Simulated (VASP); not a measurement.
Runs of VASP 6.6.1 on MnS. The structure is that of space group F-43m (No. 216), or close to it. The cells are those of the table. 

```csv
cell,gap on the mesh (eV),pressure (GPa),moment (μB)
"a = 3.869 Å, angles 60.0°, 2 atoms",0.11,7.6,5.00
"a = 3.826 Å, angles 60.0°, 2 atoms",none,10.7,4.98
"a = 4.122 Å, angles 60.0°, 2 atoms",(a),(b),5.00
"a = 3.993 Å, angles 60.0°, 2 atoms",0.73,(c),5.00
```

Alike in all rows: task single point; level r2SCAN; potentials or basis VASP PAW PBE potentials, release 64 (Mn_pv, S); spin collinear, ferromagnetic start; k mesh 12 × 12 × 12; cutoff (eV) 520; smearing gaussian 0.02 eV.

Question: Estimate the missing entries.

Answer: (a) 1.17; (b) -5.1; (c) 0.1.

Caveats: the PAW data sets were made with another functional, which shifts forces and pressure a little; a cell with one magnetic atom can't hold antiferromagnetic order, which such compounds often take; the cell stands under pressure (at least some runs); semilocal functionals underestimate gaps, and a narrow one can read as zero (at least some runs); semilocal functionals often make such compounds metallic where correlation or magnetic order opens a gap, which also shifts bond lengths (at least some runs); the cell stands under tension (at least some runs).

A k mesh can miss the band edges.

A gap of «none» marks levels without a gap at the run's occupations.
